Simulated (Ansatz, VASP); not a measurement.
Two plane-wave programs on NiGe15

Contents of INCAR:

```
PREC = Accurate
ENCUT = 520
EDIFF = 1E-6
ISMEAR = 0
SIGMA = 0.05
LREAL = Auto
LASPH = True
NELM = 150
ALGO = Normal
ISIF = 2
LWAVE = False
LCHARG = False
LMAXMIX = 4
LDAU = True
LDAUTYPE = 2
LDAUL = 2 -1
LDAUU = 7 0
LDAUJ = 0 0
LDAUPRINT = 1
GGA = PS
NBANDS = 124
```

Contents of KPOINTS:

```
Automatic mesh
0
Gamma
  3 3 3
```

The input POSCAR:

```
NiGe15
1.0
    0.0000000000      5.6575400000      5.6575400000
    5.6575400000      0.0000000000      5.6575400000
    5.6575400000      5.6575400000      0.0000000000
Ni Ge
1 15
Direct
    1.0000000000      0.0000000000      0.0000000000
    0.0045283752      0.0045283752      0.4954716248
    0.0045283752      0.4954716248      0.0045283752
    0.0045283752      0.4954716248      0.4954716248
    0.4954716248      0.0045283752      0.0045283752
    0.4954716248      0.0045283752      0.4954716248
    0.4954716248      0.4954716248      0.0045283752
    0.5000000000      0.5000000000      0.5000000000
    0.1156763553      0.1156763553      0.1156763553
    0.1156763553      0.1156763553      0.6529709342
    0.1156763553      0.6529709342      0.1156763553
    0.1193427411      0.6268857530      0.6268857530
    0.6529709342      0.1156763553      0.1156763553
    0.6268857530      0.1193427411      0.6268857530
    0.6268857530      0.6268857530      0.1193427411
    0.6268857530      0.6268857530      0.6268857530
```

Input for Ansatz:

```yaml
crystal:
  lattice:
    - [0.0, 5.65754, 5.65754]
    - [5.65754, 0.0, 5.65754]
    - [5.65754, 5.65754, 0.0]
  atoms:
    - { symbol: Ni, position: [1.0, 0.0, 0.0] }
    - { symbol: Ge, position: [0.0045283752, 0.0045283752, 0.4954716248] }
    - { symbol: Ge, position: [0.0045283752, 0.4954716248, 0.0045283752] }
    - { symbol: Ge, position: [0.0045283752, 0.4954716248, 0.4954716248] }
    - { symbol: Ge, position: [0.4954716248, 0.0045283752, 0.0045283752] }
    - { symbol: Ge, position: [0.4954716248, 0.0045283752, 0.4954716248] }
    - { symbol: Ge, position: [0.4954716248, 0.4954716248, 0.0045283752] }
    - { symbol: Ge, position: [0.5, 0.5, 0.5] }
    - { symbol: Ge, position: [0.1156763553, 0.1156763553, 0.1156763553] }
    - { symbol: Ge, position: [0.1156763553, 0.1156763553, 0.6529709342] }
    - { symbol: Ge, position: [0.1156763553, 0.6529709342, 0.1156763553] }
    - { symbol: Ge, position: [0.1193427411, 0.626885753, 0.626885753] }
    - { symbol: Ge, position: [0.6529709342, 0.1156763553, 0.1156763553] }
    - { symbol: Ge, position: [0.626885753, 0.1193427411, 0.626885753] }
    - { symbol: Ge, position: [0.626885753, 0.626885753, 0.1193427411] }
    - { symbol: Ge, position: [0.626885753, 0.626885753, 0.626885753] }
basis:
  ecutwfc: 420
  ecutrho_ratio: 4
kpoints:
  mp_grid: { grid: [3, 3, 3] }
hamiltonian:
  xc: pbesol
  hubbard: { sites: [{ site: 0, l: d, u_eff: 7.0 }] }
scf:
  occupations: { method: gaussian, width: 0.05 }
  lower_state_search: "off"
  max_iter: 150
output:
  forces: true
  stress: true
  eigenvalues: true
  populations: true
  hubbard: { sites: [{ site: 0, l: d }] }
```

Alike in both runs: task single point; functional PBEsol; k mesh 3 × 3 × 3; occupations gaussian, width 0.05 eV; no spin polarisation; Hubbard terms Ni d U = 7.0 eV.

|  | VASP | Ansatz |
| --- | --- | --- |
| version | VASP 6.6.1 | Ansatz 0.2.0 |
| potentials or method | VASP PAW PBE potentials, release 64 (Ni, Ge_d), cutoff 520 eV | scalar-relativistic, plane waves, PAW |
| valence electrons in the cell | 220 | 228 |

```csv
,VASP,Ansatz,Ansatz less VASP
gap on the k mesh at the Fermi level (eV),none,none,-
pressure (GPa),-1.9,-1.3,+0.52
rms of the force components (eV/Å),0.098,0.006,-0.0921
```

VASP's potentials were made for PBE, not for PBEsol. The programs project onto different local orbitals, so the same U acts differently, and such runs can settle in different states. Atom by atom the forces differ by 0.097 eV/Å (rms over components). A gap of «none» marks a metal or a gap that the smearing closes. VASP's potentials hold 220 valence electrons a cell and Ansatz's 228, so a difference there can come from the potentials and not from the codes. Ansatz's warnings: filled band counts differ across k points.
